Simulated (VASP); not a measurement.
Runs of VASP 6.6.1 on ZnCo. The structure is that of space group P-6m2 (No. 187), or close to it. The cells are those of the table. 

```csv
cell,gap on the mesh (eV),pressure (GPa),moment (μB)
"a = 2.517, b = 2.517, c = 4.028 Å, angles 90.0, 90.0, 120.0°, 2 atoms",none,(a),0.49
"a = 2.650, b = 2.650, c = 4.240 Å, angles 90.0, 90.0, 120.0°, 2 atoms",none,(c),1.22
"a = 2.607, b = 2.607, c = 4.172 Å, angles 90.0, 90.0, 120.0°, 2 atoms",none,-14.2,1.13
"a = 2.629, b = 2.629, c = 4.206 Å, angles 90.0, 90.0, 120.0°, 2 atoms",none,-16.8,1.18
"a = 2.691, b = 2.691, c = 4.306 Å, angles 90.0, 90.0, 120.0°, 2 atoms",none,-22.3,1.30
"a = 2.671, b = 2.671, c = 4.273 Å, angles 90.0, 90.0, 120.0°, 2 atoms",none,-20.8,1.26
"a = 2.540, b = 2.540, c = 4.065 Å, angles 90.0, 90.0, 120.0°, 2 atoms",none,-4.6,0.71
"a = 2.563, b = 2.563, c = 4.101 Å, angles 90.0, 90.0, 120.0°, 2 atoms",none,(b),0.93
```

Alike in all rows: task single point; level LDA; potentials or basis VASP PAW LDA potentials, release 64 (Zn, Co); spin collinear, ferromagnetic start; k mesh 13 × 13 × 7; cutoff (eV) 520; smearing fermi-dirac 0.1 eV.

Problem. Fill in the values left out.

Solution. (a) -0.2; (b) -8.0; (c) -19.0.

Caveats: the cell stands under tension (at least some runs).

A gap of «none» marks levels without a gap at the run's occupations.
